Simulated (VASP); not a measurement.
# Sn (P6_3/mmc) in VASP: further runs, part 2 of 2

VASP 6.6.1. The steps go on from the part before.

## (4) Single point, PBE

This run uses another cell than the first one: it holds 4 atoms, not 2.

INCAR

```
PREC     = Accurate       # precision mode
ENCUT    = 520            # plane-wave cutoff, eV
EDIFF    = 1E-7           # SCF threshold, eV
ISMEAR   = -1             # smearing method
SIGMA    = 0.08           # smearing width, eV
LREAL    = F              # projectors in reciprocal space
LASPH    = T              # aspherical terms in the spheres
NELM     = 100            # most SCF steps
ALGO     = Normal         # electronic algorithm
ISIF     = 2              # what is computed and relaxed
LWAVE    = F              # write WAVECAR
LCHARG   = T              # write CHGCAR
GGA      = PE             # functional
LELF     = T              # ELF
LVHAR    = T            
NBANDS   = 36             # bands
```

KPOINTS

```
Automatic mesh
0
Gamma
  13 13 4
```

POSCAR

```
Sn
1.0
    2.6917811981      0.0000000000      0.0000000000
   -1.3458905991      2.3311508989      0.0000000000
    0.0000000000      0.0000000000      8.7826361756
Sn
4
Direct
    0.0000000000      0.0000000000      0.0000000000
    0.0000000000      0.0000000000      0.5000000000
    0.3333333333      0.6666666667      0.2500000000
    0.6666666667      0.3333333333      0.7500000000
```

Potentials or basis: VASP PAW PBE potentials, release 64 (Sn_d).

The run is started by

```sh
> cat potpaw_PBE.64/Sn_d/POTCAR > POTCAR
> mpirun -np 1 vasp_std > vasp.out
```

OUTCAR:

```text
PREC = Accurate
   ENCUT = 520
   EDIFF = 1E-7
   ISMEAR = -1
   LREAL = F
   LASPH = T
   NELM = 100
   ISIF = 2
   GGA = PE

 ion  position               nearest neighbor table
   1  0.000  0.000  0.000-   3 2.69   4 2.69   3 2.69   4 2.69   4 2.69   3 2.69
   2  0.000  0.000  0.500-   3 2.69   4 2.69   3 2.69   4 2.69   4 2.69   3 2.69
   3  0.333  0.667  0.250-   1 2.69   2 2.69   1 2.69   2 2.69   1 2.69   2 2.69
   4  0.667  0.333  0.750-   1 2.69   2 2.69   1 2.69   2 2.69   1 2.69   2 2.69

  LATTYP: Found a hexagonal cell.
 ALAT       =     2.6917811981
 C/A-ratio  =     3.2627600571

  Lattice vectors:

 A1 = (   2.6917811981,   0.0000000000,   0.0000000000)
 A2 = (  -1.3458905991,   2.3311508989,   0.0000000000)
 A3 = (   0.0000000000,   0.0000000000,   8.7826361756)

Analysis of symmetry for initial positions (statically):
=====================================================================
 Subroutine PRICEL returns:
 Original cell was already a primitive cell.

 Routine SETGRP: Setting up the symmetry group for a
 hexagonal supercell.

 Subroutine GETGRP returns: Found 24 space group operations
 (whereof 12 operations were pure point group operations)
 out of a pool of 24 trial point group operations.

The static configuration has the point symmetry D_3d.
 The point group associated with its full space group is D_6h.

Analysis of symmetry for dynamics (positions and initial velocities):
=====================================================================
 Subroutine PRICEL returns:
 Original cell was already a primitive cell.

 Routine SETGRP: Setting up the symmetry group for a
 hexagonal supercell.

 Subroutine GETGRP returns: Found 24 space group operations
 (whereof 12 operations were pure point group operations)
 out of a pool of 24 trial point group operations.

The dynamic configuration has the point symmetry D_3d.
 The point group associated with its full space group is D_6h.

 Subroutine INISYM returns: Found 24 space group operations
 (whereof 12 operations are pure point group operations),
 and found     1 'primitive' translations

----------------------------------------------------------------------------------------

                                     Primitive cell

  volume of cell :      55.1106

  direct lattice vectors                    reciprocal lattice vectors
     2.691781198  0.000000000  0.000000000     0.371501220  0.214486330  0.000000000
    -1.345890599  2.331150899  0.000000000     0.000000000  0.428972659  0.000000000
     0.000000000  0.000000000  8.782636176     0.000000000  0.000000000  0.113861030

  length of vectors
     2.691781198  2.691781198  8.782636176     0.428972659  0.428972659  0.113861030

  position of ions in fractional coordinates (direct lattice)
     0.000000000  0.000000000  0.000000000
     0.000000000  0.000000000  0.500000000
     0.333333333  0.666666667  0.250000000
     0.666666667  0.333333333  0.750000000

  ion indices of the primitive-cell ions
   primitive index   ion index
                 1           1
                 2           2
                 3           3
                 4           4

----------------------------------------------------------------------------------------

 KPOINTS: Automatic mesh

Automatic generation of k-mesh.
 Grid dimensions read from file:
 generate k-points for:   13   13    4

 Generating k-lattice:

  Cartesian coordinates                     Fractional coordinates (reciprocal lattice)
     0.028577017  0.016498948  0.000000000     0.076923077 -0.000000000  0.000000000
     0.000000000  0.032997897  0.000000000     0.000000000  0.076923077  0.000000000
     0.000000000  0.000000000  0.028465257     0.000000000  0.000000000  0.250000000

  Length of vectors
     0.032997897  0.032997897  0.028465257

  Shift w.r.t. Gamma in fractional coordinates (k-lattice)
     0.000000000  0.000000000  0.000000000

 Subroutine IBZKPT returns following result:
 ===========================================

 Found     63 irreducible k-points:

 Following reciprocal coordinates:
            Coordinates               Weight
  0.000000  0.000000  0.000000      1.000000
  0.076923  0.000000  0.000000      6.000000
  0.153846 -0.000000  0.000000      6.000000
  0.230769  0.000000  0.000000      6.000000
  0.307692 -0.000000  0.000000      6.000000
  0.384615  0.000000  0.000000      6.000000
[... 16 lines left out ...]
  0.076923  0.000000  0.250000     12.000000
  0.153846 -0.000000  0.250000     12.000000
 [... further k-points ...]
   k-points           NKPTS =     63   k-points in BZ     NKDIM =     63   number of bands    NBANDS=     36
   number of dos      NEDOS =    301   number of ions     NIONS =      4
   total plane-waves  NPLWV =  28000
   dimension x,y,z NGX =    20 NGY =   20 NGZ =   70
   dimension x,y,z NGXF=    40 NGYF=   40 NGZF=  140
   ions per type =               4
   NGX,Y,Z   is equivalent  to a cutoff of  12.35, 12.35, 13.25 a.u.
   NGXF,Y,Z  is equivalent  to a cutoff of  24.70, 24.70, 26.50 a.u.
 SYSTEM =  unknown system
   PREC   = accura    normal or accurate (medium, high low for compatibility)
   ISTART =      0    job   : 0-new  1-cont  2-samecut
   ICHARG =      2    charge: 1-file 2-atom 10-const
   ISPIN  =      1    spin polarized calculation?
   LNONCOLLINEAR =      F non collinear calculations
   LSORBIT =      F    spin-orbit coupling
   LASPH  =      T    aspherical Exc in radial PAW
   ENCUT  =  520.0 eV  38.22 Ry    6.18 a.u.   5.00  5.00 16.33*2*pi/ulx,y,z
   NELM   =    100;   NELMIN=  2; NELMDL= -5     # of ELM steps
   EDIFF  = 0.1E-06   stopping-criterion for ELM
   LREAL  =      F    real-space projection
   EDIFFG = 0.1E-05   stopping-criterion for IOM
   NSW    =      0    number of steps for IOM
   IBRION =     -1    ionic relax: 0-MD 1-quasi-New 2-CG
   NFREE  =      0    steps in history (QN), initial steepest desc. (CG)
   ISIF   =      2    stress and relaxation
   ISYM   =      2    0-nonsym 1-usesym 2-fastsym
   POTIM  = 0.5000    time-step for ionic-motion
   TEBEG  =    0.0;   TEEND  =   0.0 temperature during run
   PSTRESS=    0.0 pullay stress
   NELECT =      56.0000    total number of electrons
   NUPDOWN=      -1.0000    fix difference up-down
   EMIN   =  10.00;   EMAX   =-10.00  energy-range for DOS
   EFERMI =   0.00;   METHOD = LEGACY
   ISMEAR =    -1;   SIGMA  =   0.08  broadening in eV -4-tet -1-fermi 0-gaus
   EFERMI_NEDOS =   21; number of points for ismear=-14 and -15
   IALGO  =     38    algorithm
   IMIX   =      4    mixing-type and parameters
     AMIX     =   0.40;   BMIX     =  1.00
     AMIX_MAG =   1.60;   BMIX_MAG =  1.00
  volume/ion in A,a.u.               =      13.78        92.98
  Fermi-wavevector in a.u.,A,eV,Ry     =   1.645859  3.110222 36.856145  2.708850
  Thomas-Fermi vector in A             =   2.735585
   LORBIT       =      0    0 simple, 1 ext, 2 COOP (PROOUT), +10 PAW based schemes
   GGA     = PE    functional components
[... 5 lines left out ...]
 non-spin polarized calculation
  energy-cutoff  :      520.00
  volume of cell :       55.11
 maximum number of plane-waves:      1513
 NGX is ok and might be reduce to    20

 number of electron      56.0000005 magnetization

 Free energy of the ion-electron system (eV)
  ---------------------------------------------------
  ext. energy  EPLUGINS =         0.00000000
  ---------------------------------------------------
  free energy    TOTEN  =         0.93917833 eV

  energy without entropy =        0.96641425  energy(sigma->0) =        0.95279629

 E-fermi :  20.0433     XC(G=0): -13.9975

 val. band max:       20.0271646594   @ k =   0.4615   0.0769   0.0000
 cond. band min:      20.1248106779   @ k =   0.2308   0.1538   0.0000
 fundamental gap:      0.0976460185
 Fermi energy:        20.0433120198

 k-point     1 :       0.0000    0.0000    0.0000
  band No.  band energies     occupation
      1      -3.6410      2.00000
      2      -3.4273      2.00000
      3      -3.4111      2.00000
      4      -3.2721      2.00000
      5      -3.2721      2.00000
      6      -3.2699      2.00000
[... 28 lines left out ...]
     35      31.6884      0.00000
     36      31.6895      0.00000
[... 866 lines left out ...]
      6      -3.2211      2.00000
[... 28 lines left out ...]
     35      29.7643      0.00000
     36      30.6841      0.00000

 [... further k-points ...]

------------------------ aborting loop because EDIFF is reached ----------------------------------------

  FORCE on cell =-STRESS in cart. coord.  units (eV):
  Direction    XX          YY          ZZ          XY          YZ          ZX
  --------------------------------------------------------------------------------------
  -------------------------------------------------------------------------------------
  Total       61.9720824     61.9720824     61.9636689     -0.0000000     -0.0000000      0.0000000
  in kB     1801.6550254   1801.6550253   1801.4104291     -0.0000000     -0.0000000      0.0000000
  external PRESSURE =    1801.5734933 kB  Pullay stress =       0.0000000 kB

 VOLUME and BASIS-vectors are now :
 -----------------------------------------------------------------------------
  energy-cutoff  :      520.00
  volume of cell :       55.11
      direct lattice vectors                 reciprocal lattice vectors
     2.691781198  0.000000000  0.000000000     0.371501220  0.214486330  0.000000000
    -1.345890599  2.331150899  0.000000000     0.000000000  0.428972659  0.000000000
     0.000000000  0.000000000  8.782636176     0.000000000  0.000000000  0.113861030

 POSITION                                       TOTAL-FORCE (eV/Angst)
 -----------------------------------------------------------------------------------
      0.00000      0.00000      0.00000        -0.000000      0.000000     -0.000000
      0.00000      0.00000      4.39132        -0.000000      0.000000     -0.000000
     -0.00000      1.55410      2.19566         0.000000      0.000000     -0.000000
      1.34589      0.77705      6.58698        -0.000000      0.000000      0.000000
 -----------------------------------------------------------------------------------
    total drift:                                0.000000     -0.000000      0.000000

  FREE ENERGIE OF THE ION-ELECTRON SYSTEM (eV)
  ---------------------------------------------------
  free  energy   TOTEN  =         0.9391783299 eV

  energy  without entropy=        0.9664142547  energy(sigma->0) =        0.95279629
```

Run time: 51 s. Hardware: 1 thread of Intel Xeon 6975P-C (Granite Rapids), shared host; peak memory 0.22 GiB.

What came out:

```
Free energy            : 0.9392 eV
Pressure               : 180.2 GPa
Band gap on the k mesh : zero (band 28 reaches 29.39 eV, above the bottom of band 29 at 16.09 eV)
```

Levels at points of the mesh, in eV from the Fermi level:
| k point | band 26 | band 27 | band 28 | band 29 | band 30 | band 31 |
| --- | --- | --- | --- | --- | --- | --- |
| (0.00, 0.00, 0.00) | 1.84 | 1.84 | 9.27 | 9.51 | 10.13 | 10.13 |
| (0.00, 0.00, 0.50) | -3.93 | 7.80 | 7.80 | 9.54 | 9.54 | 10.58 |

Caveat: spin-orbit coupling is left out, which moves the levels of the heavy elements.

## (5) Summary

| cell | k mesh | gap on the mesh (eV) | pressure (GPa) |
| --- | --- | --- | --- |
| a = 2.695, b = 2.695, c = 4.365 Å, angles 90.0, 90.0, 120.0°, 2 atoms | 16 × 16 × 9 | none | 180.1 |
| a = 2.695, b = 2.695, c = 4.364 Å, angles 90.0, 90.0, 120.0°, 2 atoms | 16 × 16 × 9 | none | 180.5 |
| a = 2.692, b = 2.692, c = 8.783 Å, angles 90.0, 90.0, 120.0°, 4 atoms | 13 × 13 × 4 | none | 180.2 |

Alike in all rows: task single point; level PBE; potentials or basis VASP PAW PBE potentials, release 64 (Sn_d); no spin polarisation; cutoff (eV) 520; smearing fermi-dirac 0.08 eV.

Caveats: spin-orbit coupling is left out, which moves the levels of the heavy elements.

Absolute energies hang on the potentials; compare differences alone.
